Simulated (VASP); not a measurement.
## CaLa2Cd3: relaxation of cell and atoms with PBE

The system is CaLa2Cd3.

```
CELL_PARAMETERS angstrom
6.10424 0.00000 0.00000
-3.05212 5.28643 0.00000
0.00000 0.00000 5.26467
ATOMIC_POSITIONS crystal
Ca 0.00000 0.00000 0.50000
La 0.33333 0.66667 0.00000
La 0.66667 0.33333 0.00000
Cd 0.50000 0.00000 0.50000
Cd 0.00000 0.50000 0.50000
Cd 0.50000 0.50000 0.50000
```

The cell was generated, and may not be a known phase.

| Property | Result |
| --- | --- |
| Program | VASP 6.6.1 |
| Task | relaxation of cell and atoms |
| Functional | PBE |
| Potentials or basis | VASP PAW PBE potentials, release 64 (Ca_sv, La, Cd) |
| Cutoff | 600 eV |
| k mesh | 3 × 3 × 4 |
| Occupations | gaussian, width 0.1 eV |
| Spin | no spin polarisation |
| Dipole correction | no |
| Further INCAR settings | ALGO = Normal; EDIFF = 1e-07; IBRION = 2; EDIFFG = -0.04; NSW = 90; ISIF = 3 |

```
Relaxed volume                        : 33.80 Å³/atom
Relaxed cell                          : a = 6.515 Å, b = 6.515 Å, c = 5.518 Å, α = 90.00°, β = 90.00°, γ = 120.00°
Space group after relaxing (to 0.1 Å) : P6/mmm (No. 191)
Energy gained by relaxing             : 116.3 meV/atom
Ionic steps                           : 6
Pressure after relaxing               : 0.0 GPa
Band gap on the k mesh                : zero (bands 34 and 35 overlap by 0.50 eV)
```

Step by step:
| step | energy change (eV) | largest force (eV/Å) | pressure (GPa) | volume (Å³) |
| --- | --- | --- | --- | --- |
| 1 | 0.0000 | 0.0000 | 8.18 | 169.89 |
| 2 | -0.6731 | 0.0000 | -0.86 | 207.97 |
| 3 | -0.6903 | 0.0000 | 0.08 | 201.41 |
| 4 | -0.6903 | 0.0000 | -0.02 | 202.08 |
| 5 | -0.6937 | 0.0000 | -0.03 | 202.28 |
| 6 | -0.6977 | 0.0000 | -0.02 | 202.81 |

Final structure:
```xyz
6
Lattice="6.5146 0.0000 0.0000 -3.2573 5.6419 0.0000 0.0000 0.0000 5.5180" Properties=species:S:1:pos:R:3 pbc="T T T"
Ca    0.0000    0.0000    2.7590
La    0.0000    3.7612    0.0000
La    3.2573    1.8806    5.5180
Cd    3.2573    0.0000    2.7590
Cd    4.8860    2.8209    2.7590
Cd    1.6287    2.8209    2.7590
```

Levels at points of the mesh, in eV from the Fermi level:
| k point | band 31 | band 32 | band 33 | band 34 | band 35 | band 36 | band 37 | band 38 |
| --- | --- | --- | --- | --- | --- | --- | --- | --- |
| (0.00, 0.00, 0.00) | -1.71 | -0.89 | -0.78 | -0.78 | -0.44 | -0.44 | 0.46 | 1.13 |
| (0.00, 0.00, 0.50) | -2.44 | -0.72 | -0.72 | -0.68 | 0.49 | 0.55 | 0.55 | 0.73 |

It took 16 min on 1 thread of Intel(R) Xeon(R) Platinum 8259CL CPU @ 2.50GHz (Skylake/Cascade Lake), on a shared host, peak memory 0.38 GiB.

Caveat: the k points lie up to 0.37 Å⁻¹ apart in the final cell; the volume moved by over 15 % at a fixed basis, so the end points are rough; spin-orbit coupling is left out, which moves the levels of the heavy elements.
